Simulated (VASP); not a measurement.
A run of VASP 6.6.1 is set up as follows.

The input INCAR:

```
SYSTEM = Ti
PREC = Accurate ; ENCUT = 520
EDIFF = 1E-6 ; ISMEAR = 0
SIGMA = 0.1 ; LREAL = .FALSE.
LASPH = .TRUE. ; NELM = 80
ALGO = Normal ; ISIF = 2
LWAVE = .FALSE. ; LCHARG = .TRUE.
GGA = PS ; LELF = .TRUE.
LVHAR = .TRUE. ; NBANDS = 12
```

The input KPOINTS:

```
Automatic mesh
0
G
  12 12 12
  0 0 0
```

Contents of POSCAR:

```
Ti
1.0
   -1.6836423171      1.6836423171      1.6836423171
    1.6836423171     -1.6836423171      1.6836423171
    1.6836423171      1.6836423171     -1.6836423171
Ti
1
Direct
    0.0000000000      0.0000000000      0.0000000000
```

Potentials or basis: VASP PAW PBE potentials, release 64 (Ti_sv).

Command:

```bash
$ cat potpaw_PBE.64/Ti_sv/POTCAR > POTCAR
$ mpirun -np 1 vasp_std > vasp.out
```

Question: Estimate the pressure.

Answer: -12.8 GPa.

Question: Predict the band gap on the k mesh.

Answer: Zero (band 6 reaches 7.91 eV, above the bottom of band 7 at 6.45 eV).

Caveat: the PAW data sets were made with another functional, which shifts forces and pressure a little.
